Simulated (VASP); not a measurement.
# LaZn (Pm-3m) in VASP: a series of runs

Runs on LaZn. Level: LDA. Tasks: single point.

Everything below comes from runs of VASP 6.6.1. Logs are shortened: lines on timing, memory, paths and dates and some standing lists are left out, and cuts for length are marked.

## 1. The cell of the first run

Symmetry: Pm-3m, No. 221, cubic system. The conventional cell has a = 3.673 Å, b = 3.673 Å, c = 3.673 Å, α = 90.00°, β = 90.00°, γ = 90.00°. Within 4.2 Å of La (site symmetry m-3m) lie 8 Zn at 3.18 Å and 6 La at 3.67 Å. Within 4.2 Å of Zn (site symmetry m-3m) lie 8 La at 3.18 Å and 6 Zn at 3.67 Å.

## 2. Single point, LDA (volume scaled by 0.94)

Input file INCAR:

```
  PREC = Accurate
  ENCUT = 520
  EDIFF = 1E-6
  ISMEAR = -1
  SIGMA = 0.05
  LREAL = F
  LASPH = T
  NELM = 60
  ALGO = Normal
  ISIF = 2
  LWAVE = F
  LCHARG = T
  GGA = CA
  LELF = T
  LVHAR = T
  NBANDS = 18
```

Input file KPOINTS:

```
regular mesh
0
Gamma
  9 9 9
```

Input file POSCAR:

```
LaZn
1.0
    3.6734479077      0.0000000000      0.0000000000
    0.0000000000      3.6734479077      0.0000000000
    0.0000000000      0.0000000000      3.6734479077
La Zn
1 1
Direct
    0.5000000000      0.5000000000      0.5000000000
    0.0000000000      0.0000000000      0.0000000000
```

Potentials or basis: VASP PAW LDA potentials, release 64 (La, Zn).

Command:

```sh
cat potpaw_LDA.64/La/POTCAR potpaw_LDA.64/Zn/POTCAR > POTCAR
mpirun -np 1 vasp_std > vasp.out
```

OUTCAR:

```text
PREC = Accurate
   ENCUT = 520
   EDIFF = 1E-6
   ISMEAR = -1
   LREAL = F
   LASPH = T
   NELM = 60
   ISIF = 2
   GGA = CA

 ion  position               nearest neighbor table
   1  0.500  0.500  0.500-   2 3.18   2 3.18   2 3.18   2 3.18   2 3.18   2 3.18   2 3.18   2 3.18

   2  0.000  0.000  0.000-   1 3.18   1 3.18   1 3.18   1 3.18   1 3.18   1 3.18   1 3.18   1 3.18

  LATTYP: Found a simple cubic cell.
 ALAT       =     3.6734479077

  Lattice vectors:

 A1 = (   3.6734479077,   0.0000000000,   0.0000000000)
 A2 = (   0.0000000000,   3.6734479077,   0.0000000000)
 A3 = (   0.0000000000,   0.0000000000,   3.6734479077)

Analysis of symmetry for initial positions (statically):
=====================================================================
 Subroutine PRICEL returns:
 Original cell was already a primitive cell.

 Routine SETGRP: Setting up the symmetry group for a
 simple cubic supercell.

 Subroutine GETGRP returns: Found 48 space group operations
 (whereof 48 operations were pure point group operations)
 out of a pool of 48 trial point group operations.

The static configuration has the point symmetry O_h .

Analysis of symmetry for dynamics (positions and initial velocities):
=====================================================================
 Subroutine PRICEL returns:
 Original cell was already a primitive cell.

 Routine SETGRP: Setting up the symmetry group for a
 simple cubic supercell.

 Subroutine GETGRP returns: Found 48 space group operations
 (whereof 48 operations were pure point group operations)
 out of a pool of 48 trial point group operations.

The dynamic configuration has the point symmetry O_h .

 Subroutine INISYM returns: Found 48 space group operations
 (whereof 48 operations are pure point group operations),
 and found     1 'primitive' translations

----------------------------------------------------------------------------------------

                                     Primitive cell

  volume of cell :      49.5703

  direct lattice vectors                    reciprocal lattice vectors
     3.673447908  0.000000000  0.000000000     0.272223814  0.000000000  0.000000000
     0.000000000  3.673447908  0.000000000     0.000000000  0.272223814  0.000000000
     0.000000000  0.000000000  3.673447908     0.000000000  0.000000000  0.272223814

  length of vectors
     3.673447908  3.673447908  3.673447908     0.272223814  0.272223814  0.272223814
[... 78 lines left out ...]
   LASPH  =      T    aspherical Exc in radial PAW
   ENCUT  =  520.0 eV  38.22 Ry    6.18 a.u.   6.83  6.83  6.83*2*pi/ulx,y,z
   NELM   =     60;   NELMIN=  2; NELMDL= -5     # of ELM steps
   EDIFF  = 0.1E-05   stopping-criterion for ELM
   LREAL  =      F    real-space projection
   EDIFFG = 0.1E-04   stopping-criterion for IOM
   NSW    =      0    number of steps for IOM
   IBRION =     -1    ionic relax: 0-MD 1-quasi-New 2-CG
   NFREE  =      0    steps in history (QN), initial steepest desc. (CG)
   ISIF   =      2    stress and relaxation
   ISYM   =      2    0-nonsym 1-usesym 2-fastsym
   POTIM  = 0.5000    time-step for ionic-motion
   TEBEG  =    0.0;   TEEND  =   0.0 temperature during run
   PSTRESS=    0.0 pullay stress
   NELECT =      23.0000    total number of electrons
   NUPDOWN=      -1.0000    fix difference up-down
   EMIN   =  10.00;   EMAX   =-10.00  energy-range for DOS
   EFERMI =   0.00;   METHOD = LEGACY
   ISMEAR =    -1;   SIGMA  =   0.05  broadening in eV -4-tet -1-fermi 0-gaus
   EFERMI_NEDOS =   21; number of points for ismear=-14 and -15
   IALGO  =     38    algorithm
   IMIX   =      4    mixing-type and parameters
     AMIX     =   0.40;   BMIX     =  1.00
     AMIX_MAG =   1.60;   BMIX_MAG =  1.00
  volume/ion in A,a.u.               =      24.79       167.26
  Fermi-wavevector in a.u.,A,eV,Ry     =   1.267390  2.395020 21.854726  1.606277
  Thomas-Fermi vector in A             =   2.400540
   LORBIT       =      0    0 simple, 1 ext, 2 COOP (PROOUT), +10 PAW based schemes
   GGA     = CA    functional components
   LHFCALC =     F    Hartree Fock is set to
   AEXX    =    0.0000 exact exchange contribution
   IVDW    =     0    specifies the selected vdW correction
   LEPSILON=     F    determine dielectric tensor
   LRPA    =     F    only Hartree local field effects (RPA)
 non-spin polarized calculation
  energy-cutoff  :      520.00
  volume of cell :       49.57
 maximum number of plane-waves:      1357
 NGX is ok and might be reduce to    28
   NGX = 13   NGY = 13   NGZ = 13

 number of electron      22.9999999 magnetization

 Free energy of the ion-electron system (eV)
  ---------------------------------------------------
  ext. energy  EPLUGINS =         0.00000000
  ---------------------------------------------------
  free energy    TOTEN  =        -7.98563560 eV

  energy without entropy =       -7.96224868  energy(sigma->0) =       -7.97394214

 E-fermi :   6.5667     XC(G=0): -10.6522

 val. band max:        6.5470472429   @ k =   0.2222   0.2222   0.2222
 cond. band min:       6.5742370767   @ k =   0.4444   0.2222   0.1111
 fundamental gap:      0.0271898339
 Fermi energy:         6.5666612817

 k-point     1 :       0.0000    0.0000    0.0000
  band No.  band energies     occupation
      1     -25.9989      2.00000
      2      -9.3418      2.00000
      3      -9.3418      2.00000
      4      -9.3418      2.00000
      5      -0.6730      2.00000
      6      -0.6730      2.00000
[... 481 lines left out ...]
      5      -0.6109      2.00000
      6      -0.5830      2.00000
[... 10 lines left out ...]
     17       8.6954      0.00000
     18       8.7617      0.00000

 [... further k-points ...]

------------------------ aborting loop because EDIFF is reached ----------------------------------------

  FORCE on cell =-STRESS in cart. coord.  units (eV):
  Direction    XX          YY          ZZ          XY          YZ          ZX
  --------------------------------------------------------------------------------------
  -------------------------------------------------------------------------------------
  Total       -0.3590598     -0.3590598     -0.3590598     -0.0000000     -0.0000000      0.0000000
  in kB      -11.6052812    -11.6052812    -11.6052812     -0.0000000     -0.0000000      0.0000000
  external PRESSURE =     -11.6052812 kB  Pullay stress =       0.0000000 kB

 VOLUME and BASIS-vectors are now :
 -----------------------------------------------------------------------------
  energy-cutoff  :      520.00
  volume of cell :       49.57
      direct lattice vectors                 reciprocal lattice vectors
     3.673447908  0.000000000  0.000000000     0.272223814  0.000000000  0.000000000
     0.000000000  3.673447908  0.000000000     0.000000000  0.272223814  0.000000000
     0.000000000  0.000000000  3.673447908     0.000000000  0.000000000  0.272223814

 POSITION                                       TOTAL-FORCE (eV/Angst)
 -----------------------------------------------------------------------------------
      1.83672      1.83672      1.83672         0.000000      0.000000      0.000000
      0.00000      0.00000      0.00000         0.000000      0.000000      0.000000
 -----------------------------------------------------------------------------------
    total drift:                               -0.000000      0.000000      0.000000

  FREE ENERGIE OF THE ION-ELECTRON SYSTEM (eV)
  ---------------------------------------------------
  free  energy   TOTEN  =        -7.9856356003 eV

  energy  without entropy=       -7.9622486842  energy(sigma->0) =       -7.97394214
```

Wall time 15 s (1 thread of Intel Xeon Platinum 8488C (Sapphire Rapids), shared host); peak memory 0.17 GiB.

Results:

* Free energy: -7.9856 eV
* Pressure: -1.2 GPa

Caveat: spin-orbit coupling is left out, which moves the levels of the heavy elements.

## 3. Single point, LDA (volume scaled by 0.96)

Input file INCAR:

```
PREC = Accurate ; ENCUT = 520
EDIFF = 1E-7 ; ISMEAR = -1
SIGMA = 0.05 ; LREAL = False
LASPH = True ; NELM = 80
ALGO = Normal ; ISIF = 2
LWAVE = False ; LCHARG = False
NBANDS = 18
```

KPOINTS is that of step 2.

Input file POSCAR:

```
LaZn
1.0
    3.6993181115      0.0000000000      0.0000000000
    0.0000000000      3.6993181115      0.0000000000
    0.0000000000      0.0000000000      3.6993181115
La Zn
1 1
Direct
    0.5000000000      0.5000000000      0.5000000000
    0.0000000000      0.0000000000      0.0000000000
```

Potentials or basis: VASP PAW LDA potentials, release 64 (La, Zn).

Command:

```sh
cat potpaw_LDA.64/La/POTCAR potpaw_LDA.64/Zn/POTCAR > POTCAR
mpirun -np 1 vasp_std > vasp.out
```

OUTCAR:

```text
PREC = Accurate
   ENCUT = 520
   EDIFF = 1E-7
   ISMEAR = -1
   LREAL = False
   LASPH = True
   NELM = 80
   ISIF = 2

 ion  position               nearest neighbor table
   1  0.500  0.500  0.500-   2 3.20   2 3.20   2 3.20   2 3.20   2 3.20   2 3.20   2 3.20   2 3.20

   2  0.000  0.000  0.000-   1 3.20   1 3.20   1 3.20   1 3.20   1 3.20   1 3.20   1 3.20   1 3.20

  LATTYP: Found a simple cubic cell.
 ALAT       =     3.6993181115

  Lattice vectors:

 A1 = (   3.6993181115,   0.0000000000,   0.0000000000)
 A2 = (   0.0000000000,   3.6993181115,   0.0000000000)
 A3 = (   0.0000000000,   0.0000000000,   3.6993181115)

Analysis of symmetry for initial positions (statically):
=====================================================================
 Subroutine PRICEL returns:
 Original cell was already a primitive cell.

 Routine SETGRP: Setting up the symmetry group for a
 simple cubic supercell.

 Subroutine GETGRP returns: Found 48 space group operations
 (whereof 48 operations were pure point group operations)
 out of a pool of 48 trial point group operations.

The static configuration has the point symmetry O_h .

Analysis of symmetry for dynamics (positions and initial velocities):
=====================================================================
 Subroutine PRICEL returns:
 Original cell was already a primitive cell.

 Routine SETGRP: Setting up the symmetry group for a
 simple cubic supercell.

 Subroutine GETGRP returns: Found 48 space group operations
 (whereof 48 operations were pure point group operations)
 out of a pool of 48 trial point group operations.

The dynamic configuration has the point symmetry O_h .

 Subroutine INISYM returns: Found 48 space group operations
 (whereof 48 operations are pure point group operations),
 and found     1 'primitive' translations

----------------------------------------------------------------------------------------
[... 110 lines left out ...]
   IALGO  =     38    algorithm
   IMIX   =      4    mixing-type and parameters
     AMIX     =   0.40;   BMIX     =  1.00
     AMIX_MAG =   1.60;   BMIX_MAG =  1.00
  volume/ion in A,a.u.               =      25.31       170.82
  Fermi-wavevector in a.u.,A,eV,Ry     =   1.258527  2.378271 21.550124  1.583889
  Thomas-Fermi vector in A             =   2.392132
   LORBIT       =      0    0 simple, 1 ext, 2 COOP (PROOUT), +10 PAW based schemes
   GGA     = CA    functional components
   LHFCALC =     F    Hartree Fock is set to
   AEXX    =    0.0000 exact exchange contribution
   IVDW    =     0    specifies the selected vdW correction
   LEPSILON=     F    determine dielectric tensor
   LRPA    =     F    only Hartree local field effects (RPA)
 non-spin polarized calculation
  energy-cutoff  :      520.00
  volume of cell :       50.63
 maximum number of plane-waves:      1381
 NGX is ok and might be reduce to    28
   NGX = 13   NGY = 13   NGZ = 13

 number of electron      23.0000024 magnetization

 Free energy of the ion-electron system (eV)
  ---------------------------------------------------
  ext. energy  EPLUGINS =         0.00000000
  ---------------------------------------------------
  free energy    TOTEN  =        -7.97488177 eV

  energy without entropy =       -7.95146541  energy(sigma->0) =       -7.96317359

 E-fermi :   6.3840     XC(G=0): -10.5570

 val. band max:        6.3612464552   @ k =   0.2222   0.2222   0.2222
 cond. band min:       6.3996238435   @ k =   0.4444   0.2222   0.1111
 fundamental gap:      0.0383773883
 Fermi energy:         6.3840018203

 k-point     1 :       0.0000    0.0000    0.0000
  band No.  band energies     occupation
      1     -26.2245      2.00000
      2      -9.5843      2.00000
      3      -9.5843      2.00000
      4      -9.5843      2.00000
      5      -0.8197      2.00000
      6      -0.8197      2.00000
[... 481 lines left out ...]
      5      -0.7641      2.00000
      6      -0.7342      2.00000
[... 10 lines left out ...]
     17       8.4468      0.00000
     18       8.5133      0.00000

 [... further k-points ...]

------------------------ aborting loop because EDIFF is reached ----------------------------------------

  FORCE on cell =-STRESS in cart. coord.  units (eV):
  Direction    XX          YY          ZZ          XY          YZ          ZX
  --------------------------------------------------------------------------------------
  -------------------------------------------------------------------------------------
  Total       -0.6881011     -0.6881011     -0.6881011      0.0000000     -0.0000000      0.0000000
  in kB      -21.7769871    -21.7769871    -21.7769871      0.0000000     -0.0000000      0.0000000
  external PRESSURE =     -21.7769871 kB  Pullay stress =       0.0000000 kB

 VOLUME and BASIS-vectors are now :
 -----------------------------------------------------------------------------
  energy-cutoff  :      520.00
  volume of cell :       50.63
      direct lattice vectors                 reciprocal lattice vectors
     3.699318111  0.000000000  0.000000000     0.270320089  0.000000000  0.000000000
     0.000000000  3.699318111  0.000000000     0.000000000  0.270320089  0.000000000
     0.000000000  0.000000000  3.699318111     0.000000000  0.000000000  0.270320089

 POSITION                                       TOTAL-FORCE (eV/Angst)
 -----------------------------------------------------------------------------------
      1.84966      1.84966      1.84966         0.000000      0.000000      0.000000
      0.00000      0.00000      0.00000         0.000000      0.000000      0.000000
 -----------------------------------------------------------------------------------
    total drift:                               -0.000000      0.000000      0.000000

  FREE ENERGIE OF THE ION-ELECTRON SYSTEM (eV)
  ---------------------------------------------------
  free  energy   TOTEN  =        -7.9748817669 eV

  energy  without entropy=       -7.9514654064  energy(sigma->0) =       -7.96317359
```

OSZICAR:

```text
N       E                     dE             d eps       ncg     rms          rms(c)
DAV:   1     0.168049584746E+03    0.16805E+03   -0.96780E+03  1276   0.196E+03
DAV:   2     0.125148639475E+02   -0.15553E+03   -0.15094E+03  1564   0.281E+02
DAV:   3    -0.687852870915E+01   -0.19393E+02   -0.18699E+02  1698   0.115E+02
DAV:   4    -0.824540319275E+01   -0.13669E+01   -0.12986E+01  2324   0.231E+01
DAV:   5    -0.829118935759E+01   -0.45786E-01   -0.45396E-01  1822   0.382E+00    0.361E+00
DAV:   6    -0.800413341915E+01    0.28706E+00   -0.25458E+00  1868   0.207E+01    0.233E+00
DAV:   7    -0.798386456391E+01    0.20269E-01   -0.24255E-01  1696   0.598E+00    0.109E+00
DAV:   8    -0.797556851176E+01    0.82961E-02   -0.17926E-02  2102   0.123E+00    0.205E-01
DAV:   9    -0.797489258789E+01    0.67592E-03   -0.17341E-03  2032   0.447E-01    0.339E-02
DAV:  10    -0.797488214556E+01    0.10442E-04   -0.20157E-04  2216   0.113E-01    0.920E-03
DAV:  11    -0.797488140180E+01    0.74376E-06   -0.16811E-05  1720   0.464E-02    0.438E-03
DAV:  12    -0.797488179791E+01   -0.39611E-06   -0.19218E-06  2224   0.125E-02    0.142E-03
DAV:  13    -0.797488176695E+01    0.30966E-07   -0.24296E-07  1464   0.516E-03
   1 F= -.79748818E+01 E0= -.79631736E+01  d E =-.234164E-01
```

stdout:

```text
POSCAR found type information on POSCAR LaZn
 POSCAR found :  2 types and       2 ions
 scaLAPACK will be used
 LDA part: xc-table for (Slater(with rela. corr.)+CA(PZ))
 , standard interpolation
 POSCAR, INCAR and KPOINTS ok, starting setup
 FFT: planning ... GRIDC
 FFT: planning ... GRID_SOFT
 FFT: planning ... GRID
 WAVECAR not read
 entering main loop
```

It took 16 s on 1 thread of Intel Xeon Platinum 8488C (Sapphire Rapids), shared host; peak memory 0.17 GiB.

What came out:

```yaml
Free_energy: -7.9749 eV
Pressure: -2.2 GPa
```

Caveat: spin-orbit coupling is left out, which moves the levels of the heavy elements.

## 4. Single point, LDA (volume scaled by 0.98)

Input file INCAR:

```
SYSTEM = LaZn
PREC = Accurate
ENCUT = 520
EDIFF = 1E-6
ISMEAR = -1
SIGMA = 0.05
LREAL = .False.
LASPH = .True.
NELM = 100
ALGO = Normal
ISIF = 2
LWAVE = .False.
LCHARG = .False.
NBANDS = 18
```

Input file KPOINTS:

```
Automatic mesh
0
Gamma
  9 9 9
  0 0 0
```

Input file POSCAR:

```
LaZn
1.0
    3.7248314564      0.0000000000      0.0000000000
    0.0000000000      3.7248314564      0.0000000000
    0.0000000000      0.0000000000      3.7248314564
La Zn
1 1
Direct
    0.5000000000      0.5000000000      0.5000000000
    0.0000000000      0.0000000000      0.0000000000
```

Command:

```sh
cat potpaw_LDA.64/La/POTCAR potpaw_LDA.64/Zn/POTCAR > POTCAR
mpirun -np 1 vasp_std > vasp.out
```

Run time: 14 s. Hardware: 1 thread of Intel Xeon Platinum 8488C (Sapphire Rapids), shared host; peak memory 0.17 GiB.

Results (log left out):

- Free energy: -7.9574 eV
- Pressure: -3.2 GPa

Levels at points of the mesh, in eV from the Fermi level:
| k point | band 8 | band 9 | band 10 | band 11 | band 12 | band 13 | band 14 | band 15 | band 16 | band 17 |
| --- | --- | --- | --- | --- | --- | --- | --- | --- | --- | --- |
| (0.00, 0.00, 0.00) | -7.03 | -7.03 | -6.10 | -0.42 | -0.42 | 1.64 | 1.64 | 1.64 | 1.78 | 1.78 |

Caveat: spin-orbit coupling is left out, which moves the levels of the heavy elements.

## 5. Overview

| cell | gap on the mesh (eV) | pressure (GPa) |
| --- | --- | --- |
| a = 3.673 Å, 2 atoms | none | -1.2 |
| a = 3.699 Å, 2 atoms | none | -2.2 |
| a = 3.725 Å, 2 atoms | none | -3.2 |

Alike in all rows: task single point; level LDA; potentials or basis VASP PAW LDA potentials, release 64 (La, Zn); no spin polarisation; k mesh 9 × 9 × 9; cutoff (eV) 520; smearing fermi-dirac 0.05 eV.

Caveats: spin-orbit coupling is left out, which moves the levels of the heavy elements.

Absolute energies hang on the potentials; compare differences alone.
